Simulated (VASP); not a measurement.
Here is a VASP 6.6.1 calculation.

The input INCAR:

```
ALGO = Normal
EDIFF = 1E-6
ENCUT = 520
GGA = PE
ISIF = 2
ISMEAR = 0
LASPH = True
LCHARG = False
LREAL = False
LWAVE = False
NBANDS = 12
NELM = 100
PREC = Accurate
SIGMA = 0.1
```

File KPOINTS:

```
k-points
0
Gamma
  6 6 4
```

POSCAR

```
As
1.0
    3.1753557800      0.0000000000      0.0000000000
   -1.5876778900      2.7499387700      0.0000000000
    0.0000000000      0.0000000000      4.9192359100
As
2
Direct
    0.0000000000      0.0000000000      0.7686851900
    0.0000000000      0.0000000000      0.2313148100
```

Potentials or basis: VASP PAW PBE potentials, release 64 (As).

Launch:

```bash
$ cat potpaw_PBE.64/As/POTCAR > POTCAR
$ mpirun -np 1 vasp_std > vasp.out
```

(1) Predict the pressure.

(2) Estimate the band gap on the k mesh.

(3) What does it give for the largest force?

Results:

(1) 1.9 GPa.

(2) zero (bands 5 and 6 overlap by 5.45 eV).

(3) 1.722 eV/Å.

Caveat: the k points lie up to 0.38 Å⁻¹ apart, too coarse for converged energies and pressures of a metal; forces of over 1 eV/Å act on the atoms, so gaps and moduli don't describe the material at rest.
